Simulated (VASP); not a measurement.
Here is a VASP 6.6.1 calculation.

POSCAR

```
CsH
1.0
    0.0000000000      3.1557957780      3.1557957780
    3.1557957780      0.0000000000      3.1557957780
    3.1557957780      3.1557957780      0.0000000000
Cs H
1 1
Direct
    0.0000000000      0.0000000000      0.0000000000
    0.5000000000      0.5000000000      0.5000000000
```

File INCAR.step1:

```
SYSTEM = CsH
PREC = Accurate
ENCUT = 520
ISMEAR = 0
SIGMA = 0.02
LREAL = .False.
LASPH = .True.
NELM = 60
NBANDS = 12
GGA = PE
ALGO = Normal
EDIFF = 1E-4
LWAVE = .True.
LCHARG = .False.
```

INCAR.step2

```
SYSTEM = CsH
PREC = Accurate
ENCUT = 520
EDIFF = 1E-6
ISMEAR = 0
SIGMA = 0.02
LREAL = .False.
LASPH = .True.
NELM = 60
ALGO = Normal
ISIF = 2
LWAVE = .False.
LCHARG = .False.
METAGGA = R2SCAN
LMIXTAU = .True.
NBANDS = 12
ISTART = 1
```

Contents of KPOINTS:

```
Automatic mesh
0
Gamma
  6 6 6
  0 0 0
```

Potentials or basis: VASP PAW PBE potentials, release 64 (Cs_sv, H).

The run is started by

```bash
$ cat potpaw_PBE.64/Cs_sv/POTCAR potpaw_PBE.64/H/POTCAR > POTCAR
$ cp INCAR.step1 INCAR
$ mpirun -np 1 vasp_std > vasp.out
$ cp INCAR.step2 INCAR
$ mpirun -np 1 vasp_std > vasp.out
```

(1) What does it give for the pressure?

(2) What does it give for the band gap on the k mesh?

Answers

(1) 0.4 GPa.

(2) 2.63 eV, direct.

Caveat: the PAW data sets were made with another functional, which shifts forces and pressure a little; spin-orbit coupling is left out, which moves the levels of the heavy elements.
